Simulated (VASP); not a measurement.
Write the native input for VASP 6.6.1 that does the following.

* Task: single point
* Functional: PBEsol
* Dispersion: D3(BJ)
* Potentials or basis: VASP PAW PBE potentials, release 64 (Mo_sv)
* Cutoff: 520 eV
* k mesh: 12 × 12 × 12
* Occupations: fermi-dirac, width 0.05 eV
* Spin: no spin polarisation
* Dipole correction: no
* Further INCAR settings: ALGO = Normal; EDIFF = 1e-07; NBANDS = 13

The structure of Mo lies in POSCAR:

```
Mo
1.0
   -1.5506987591      1.5506987591      1.5506987591
    1.5506987591     -1.5506987591      1.5506987591
    1.5506987591      1.5506987591     -1.5506987591
Mo
1
Direct
    0.0000000000      0.0000000000      0.0000000000
```

The input as run:

INCAR

```
SYSTEM = Mo
PREC = Accurate
ENCUT = 520
EDIFF = 1E-7
ISMEAR = -1
SIGMA = 0.05
LREAL = .FALSE.
LASPH = .TRUE.
NELM = 80
ALGO = Normal
ISIF = 2
LWAVE = .FALSE.
LCHARG = .FALSE.
GGA = PS
IVDW = 12
NBANDS = 13
```

KPOINTS

```
Automatic mesh
0
G
  12 12 12
  0 0 0
```

Potentials or basis: VASP PAW PBE potentials, release 64 (Mo_sv).

Command:

```console
$ cat potpaw_PBE.64/Mo_sv/POTCAR > POTCAR
$ mpirun -np 1 vasp_std > vasp.out
```

It gave:

```yaml
Pressure: 0.6 GPa
Band_gap_on_the_k_mesh: zero (band 7 reaches 17.52 eV, above the bottom of band 8 at 11.77 eV)
Dispersion_energy_per_atom: -0.739 eV
```

Caveat: the PAW data sets were made with another functional, which shifts forces and pressure a little; pairwise dispersion overbinds metals, which lowers pressure and volume.

Run time: 17 s on 1 thread of Intel Xeon 8259CL, with other jobs on the host, peak memory 0.14 GiB.
